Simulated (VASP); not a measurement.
# CsH (Pm-3m) in VASP: elastic constants with r2SCAN

Aim: the elastic constants of CsH with r2SCAN.

Everything below comes from runs of VASP 6.6.1. Logs are shortened: lines on timing, memory, paths and dates and some standing lists are left out, and cuts for length are marked.

## (1) The cell of the first run

The structure is cubic, space group Pm-3m (No. 221). Conventional cell: a = 3.818 Å, b = 3.818 Å, c = 3.818 Å, α = 90.00°, β = 90.00°, γ = 90.00°. Within 4.3 Å of Cs (site symmetry m-3m) lie 8 H at 3.31 Å and 6 Cs at 3.82 Å. H (site symmetry m-3m) has 8 Cs at 3.31 Å and 6 H at 3.82 Å within 4.3 Å.

## (2) Elastic constants, r2SCAN

The input, INCAR:

```
SYSTEM = CsH
PREC = Accurate
ENCUT = 600
EDIFF = 1E-8
ISMEAR = 0
SIGMA = 0.01
LREAL = .False.
LASPH = .True.
NELM = 100
ALGO = Normal
ISIF = 3
LWAVE = .False.
LCHARG = .False.
METAGGA = R2SCAN
LMIXTAU = .True.
IBRION = 6
NFREE = 2
POTIM = 0.015
NSW = 1
```

The input, KPOINTS:

```
regular mesh
0
Gamma
  6 6 6
  0 0 0
```

The input, POSCAR:

```
CsH
1.0
    3.8184085400      0.0000000000      0.0000000000
    0.0000000000      3.8184085400      0.0000000000
    0.0000000000      0.0000000000      3.8184085400
Cs H
1 1
Direct
    0.0000000000      0.0000000000      0.0000000000
    0.5000000000      0.5000000000      0.5000000000
```

Potentials or basis: VASP PAW PBE potentials, release 64 (Cs_sv, H).

Launch:

```console
cat potpaw_PBE.64/Cs_sv/POTCAR potpaw_PBE.64/H/POTCAR > POTCAR
mpirun -np 1 vasp_std > vasp.out
```

OUTCAR:

```text
SYSTEM = CsH
   PREC = Accurate
   ENCUT = 600
   EDIFF = 1E-8
   ISMEAR = 0
   LREAL = .False.
   LASPH = .True.
   NELM = 100
   ISIF = 3
   METAGGA = R2SCAN
   IBRION = 6
   NFREE = 2
   POTIM = 0.015
   NSW = 1

 ion  position               nearest neighbor table
   1  0.000  0.000  0.000-
   2  0.500  0.500  0.500-

  LATTYP: Found a simple cubic cell.
 ALAT       =     3.8184085400

  Lattice vectors:

 A1 = (   3.8184085400,   0.0000000000,   0.0000000000)
 A2 = (   0.0000000000,   3.8184085400,   0.0000000000)
 A3 = (   0.0000000000,   0.0000000000,   3.8184085400)

Analysis of symmetry for initial positions (statically):
=====================================================================
 Subroutine PRICEL returns:
 Original cell was already a primitive cell.

 Routine SETGRP: Setting up the symmetry group for a
 simple cubic supercell.

 Subroutine GETGRP returns: Found 48 space group operations
 (whereof 48 operations were pure point group operations)
 out of a pool of 48 trial point group operations.

The static configuration has the point symmetry O_h .

Analysis of symmetry for dynamics (positions and initial velocities):
=====================================================================
 Subroutine PRICEL returns:
 Original cell was already a primitive cell.

 Routine SETGRP: Setting up the symmetry group for a
 simple cubic supercell.

 Subroutine GETGRP returns: Found 48 space group operations
 (whereof 48 operations were pure point group operations)
 out of a pool of 48 trial point group operations.

The dynamic configuration has the point symmetry O_h .

 Subroutine INISYM returns: Found 48 space group operations
 (whereof 48 operations are pure point group operations),
 and found     1 'primitive' translations

----------------------------------------------------------------------------------------

                                     Primitive cell

  volume of cell :      55.6733

  direct lattice vectors                    reciprocal lattice vectors
     3.818408540  0.000000000  0.000000000     0.261889211  0.000000000  0.000000000
     0.000000000  3.818408540  0.000000000     0.000000000  0.261889211  0.000000000
     0.000000000  0.000000000  3.818408540     0.000000000  0.000000000  0.261889211

  length of vectors
     3.818408540  3.818408540  3.818408540     0.261889211  0.261889211  0.261889211

  position of ions in fractional coordinates (direct lattice)
     0.000000000  0.000000000  0.000000000
     0.500000000  0.500000000  0.500000000

  ion indices of the primitive-cell ions
   primitive index   ion index
                 1           1
                 2           2

----------------------------------------------------------------------------------------

 KPOINTS: regular mesh

Automatic generation of k-mesh.
 Grid dimensions read from file:
 generate k-points for:    6    6    6

 Generating k-lattice:

  Cartesian coordinates                     Fractional coordinates (reciprocal lattice)
     0.043648202  0.000000000  0.000000000     0.166666667  0.000000000  0.000000000
[... 102 lines left out ...]
  free energy    TOTEN  =       -28.95665081 eV

  energy without entropy =      -28.95665081  energy(sigma->0) =      -28.95665081

------------------------ aborting loop because EDIFF is reached ----------------------------------------

  FORCE on cell =-STRESS in cart. coord.  units (eV):
  Direction    XX          YY          ZZ          XY          YZ          ZX
  --------------------------------------------------------------------------------------
  -------------------------------------------------------------------------------------
  Total        0.0135165      0.0135165      0.0135165     -0.0000000     -0.0000000      0.0000000
  in kB        0.3889810      0.3889810      0.3889810     -0.0000000     -0.0000000      0.0000000
  external PRESSURE =       0.3889810 kB  Pullay stress =       0.0000000 kB
[... 89 lines left out ...]
  FREE ENERGIE OF THE ION-ELECTRON SYSTEM (eV)
  ---------------------------------------------------
  free  energy   TOTEN  =       -28.9546732181 eV

  energy  without entropy=      -28.9546732181  energy(sigma->0) =      -28.95467322

[... ionic steps 4 to 14 ...]

--------------------------------------- Ionic step       15  -------------------------------------------

 number of electron      10.0000000 magnetization

------------------------ aborting loop because EDIFF is reached ----------------------------------------
[... 67 lines left out ...]
--------------------------------------- Ionic step       17  -------------------------------------------

 number of electron      10.0000001 magnetization

 Free energy of the ion-electron system (eV)
  ---------------------------------------------------
  ext. energy  EPLUGINS =         0.00000000
  ---------------------------------------------------
  free energy    TOTEN  =       -28.95659945 eV

  energy without entropy =      -28.95659945  energy(sigma->0) =      -28.95659945

 E-fermi :   0.5846     XC(G=0):  -8.2729

 val. band max:        0.4748390182   @ k =   0.5000   0.5000   0.5000
 cond. band min:       3.6265722535   @ k =   0.5000   0.5000   0.5000
 fundamental gap:      3.1517332353
 Fermi energy:         0.5846425160

 k-point     1 :       0.0000    0.0000    0.0000
  band No.  band energies     occupation
      1     -22.0093      2.00000
      2      -7.6986      2.00000
      3      -7.6986      2.00000
      4      -7.6986      2.00000
      5      -1.4230      2.00000
      6       4.2823      0.00000
      7       4.2825      0.00000
      8       8.4500      0.00000
      9      10.4506      0.00000
[... 265 lines left out ...]
 k-point    24 :       0.0000    0.1667    0.1667
  band No.  band energies     occupation
      1     -21.9302      2.00000
      2      -8.1349      2.00000
      3      -8.0441      2.00000
      4      -7.6239      2.00000
      5      -0.7476      2.00000
      6       4.6638      0.00000
      7       5.2859      0.00000
      8       7.0539      0.00000
      9       8.7904      0.00000

 [... further k-points ...]

------------------------ aborting loop because EDIFF is reached ----------------------------------------

  FORCE on cell =-STRESS in cart. coord.  units (eV):
  Direction    XX          YY          ZZ          XY          YZ          ZX
  --------------------------------------------------------------------------------------
  -------------------------------------------------------------------------------------
  Total        0.0137328      0.0137044      0.0137044      0.0000000      0.0000000      0.0000000
  in kB        0.3952050      0.3943886      0.3943886      0.0000000      0.0000000      0.0000000
  external PRESSURE =       0.3946607 kB  Pullay stress =       0.0000000 kB
[... 17 lines left out ...]
  FREE ENERGIE OF THE ION-ELECTRON SYSTEM (eV)
  ---------------------------------------------------
  free  energy   TOTEN  =       -28.9565994478 eV

  energy  without entropy=      -28.9565994478  energy(sigma->0) =      -28.95659945

 INTERNAL STRAIN TENSORS FROM STRAINED CELLS
 ============================================

 INTERNAL STRAIN TENSOR FOR ION    1 for displacements in x,y,z  (eV/Angst):
          X           Y           Z          XY          YZ          ZX
  --------------------------------------------------------------------------------
  x     0.00000     0.00000     0.00000     0.00000     0.00000     0.00000
  y     0.00000     0.00000     0.00000     0.00000     0.00000     0.00000
  z     0.00000     0.00000     0.00000     0.00000     0.00000     0.00000

 INTERNAL STRAIN TENSORS FROM DISPLACED ATOMS
 ============================================

 INTERNAL STRAIN TENSOR FOR ION    1 for displacements in x,y,z  (eV/Angst):
          X           Y           Z          XY          YZ          ZX
  --------------------------------------------------------------------------------
  x     0.00000     0.00000     0.00000     0.00000     0.00000     0.00000
  y     0.00000     0.00000     0.00000     0.00000     0.00000     0.00000
  z     0.00000     0.00000     0.00000     0.00000     0.00000     0.00000

 INTERNAL STRAIN TENSOR FOR ION    2 for displacements in x,y,z  (eV/Angst):
          X           Y           Z          XY          YZ          ZX
  --------------------------------------------------------------------------------
  x     0.00000     0.00000     0.00000     0.00000     0.00000     0.00000
  y     0.00000     0.00000     0.00000     0.00000     0.00000     0.00000
  z     0.00000     0.00000     0.00000     0.00000     0.00000     0.00000

 Eigenvectors and eigenvalues of the dynamical matrix
 ----------------------------------------------------

   1 f  =   10.588990 THz    66.532589 2PiTHz  353.210700 cm-1    43.792526 meV
             X         Y         Z           dx          dy          dz
      0.000000  0.000000  0.000000     0.000000   -0.091919    0.000000
      1.909204  1.909204  1.909204     0.000000    0.995767    0.000000
[... 21 lines left out ...]
   6 f/i=    0.058470 THz     0.367378 2PiTHz    1.950348 cm-1     0.241812 meV
             X         Y         Z           dx          dy          dz
      0.000000  0.000000  0.000000     0.000000   -0.995767    0.000000
      1.909204  1.909204  1.909204     0.000000   -0.091919    0.000000

--------------------------------------------------------------------------------------------------------

 ELASTIC MODULI CONTR FROM IONIC RELAXATION (kBar)
 Direction    XX          YY          ZZ          XY          YZ          ZX
 --------------------------------------------------------------------------------
 XX           0.0000      0.0000      0.0000      0.0000      0.0000      0.0000
 YY           0.0000      0.0000      0.0000      0.0000      0.0000      0.0000
 ZZ           0.0000      0.0000      0.0000      0.0000      0.0000      0.0000
 XY           0.0000      0.0000      0.0000      0.0000      0.0000      0.0000
 YZ           0.0000      0.0000      0.0000      0.0000      0.0000      0.0000
 ZX           0.0000      0.0000      0.0000      0.0000      0.0000      0.0000
 --------------------------------------------------------------------------------

 TOTAL ELASTIC MODULI (kBar)
 Direction    XX          YY          ZZ          XY          YZ          ZX
 --------------------------------------------------------------------------------
 XX         440.3637     -7.3029     -7.3029      0.0000     -0.0000      0.0000
 YY          -7.3029    440.3637     -7.3029     -0.0000     -0.0000      0.0000
 ZZ          -7.3029     -7.3029    440.3637     -0.0000     -0.0000      0.0000
 XY           0.0000     -0.0000     -0.0000     59.5506      0.0000      0.0000
 YZ          -0.0000     -0.0000     -0.0000      0.0000     59.5506      0.0000
 ZX           0.0000      0.0000      0.0000      0.0000      0.0000     59.5506
 --------------------------------------------------------------------------------
```

It took 28 min on 1 thread of Intel Xeon 8259CL, shared host; peak memory 0.27 GiB.

What came out:

```yaml
Elastic_constants_C11_C12_C44: 44, -1, 6 GPa
Voigt_bulk_modulus: 14 GPa
Highest_phonon_frequency_at_Γ: 353 cm⁻¹
```

Phonon frequencies in cm⁻¹ (negative: imaginary):
```csv
q point,frequencies
"(0.000, 0.000, 0.000)",-2 -2 -2 353 353 353
```

Elastic tensor in Voigt notation (GPa, in the Cartesian axes of the cell as first typed):
```
44 -1 -1  0  0  0
-1 44 -1  0  0  0
-1 -1 44  0  0  0
 0  0  0  6  0  0
 0  0  0  0  6  0
 0  0  0  0  0  6
```

Clamped-ion elastic tensor (GPa):
```
44 -1 -1  0  0  0
-1 44 -1  0  0  0
-1 -1 44  0  0  0
 0  0  0  6  0  0
 0  0  0  0  6  0
 0  0  0  0  0  6
```

Caveat: the PAW data sets were made with another functional, which shifts forces and pressure a little; spin-orbit coupling is left out, which moves the levels of the heavy elements.
